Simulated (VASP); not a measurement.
Ir: single point with r2SCAN

Ir:

```
CELL_PARAMETERS angstrom
2.75138 0.00000 0.00000
-1.37569 2.38276 0.00000
0.00000 0.00000 4.10531
ATOMIC_POSITIONS crystal
Ir 0.66667 0.33333 0.75000
Ir 0.33333 0.66667 0.25000
```

This cell differs from its parent crystal: strain +0.000 along x and y, -0.080 along z.

```json
{"Program": "VASP 6.6.1", "Task": "single point", "Functional": "r2SCAN", "Potentials or basis": "VASP PAW PBE potentials, release 64 (Ir)", "Cutoff": "520 eV", "k mesh": "18 × 18 × 12", "Occupations": "gaussian, width 0.15 eV", "Spin": "no spin polarisation", "Dipole correction": "no", "Further INCAR settings": "ALGO = Normal; EDIFF = 1e-07; NBANDS = 16"}
```

| Item | Value |
| --- | --- |
| Pressure | 32.9 GPa |
| Band gap on the k mesh | zero (bands 9 and 10 overlap by 3.37 eV) |

Stress tensor (GPa, compression positive):
```
20.50  0.00  0.00
 0.00 20.50  0.00
 0.00  0.00 57.76
```

Levels at points of the mesh, in eV from the Fermi level:
| k point | band 5 | band 6 | band 7 | band 8 | band 9 | band 10 | band 11 | band 12 | band 13 | band 14 |
| --- | --- | --- | --- | --- | --- | --- | --- | --- | --- | --- |
| (0.00, 0.00, 0.00) | -3.58 | -3.55 | -3.55 | -3.53 | -3.53 | 0.01 | 0.21 | 0.21 | 9.12 | 14.50 |
| (0.50, 0.00, 0.00) | -4.24 | -3.54 | -2.83 | 0.10 | 0.82 | 1.49 | 2.91 | 4.38 | 9.36 | 11.19 |
| (0.00, 0.00, 0.50) | -4.92 | -4.92 | -4.60 | -4.60 | -0.49 | -0.49 | -0.49 | -0.49 | 14.14 | 14.14 |
| (0.50, 0.00, 0.50) | -2.90 | -2.90 | -1.24 | -1.24 | 0.56 | 0.56 | 2.05 | 2.05 | 8.36 | 8.36 |

Run time: 9.4 min on 1 thread of Intel Xeon 8259CL, on a shared host, peak memory 0.22 GiB.

Caveat: the cell differs from its parent crystal (strain +0.000 along x and y, -0.080 along z); the stress differs along the axes, from 21 to 58 GPa; the PAW data sets were made with another functional, which shifts forces and pressure a little; spin-orbit coupling is left out, which moves the levels of the heavy elements.
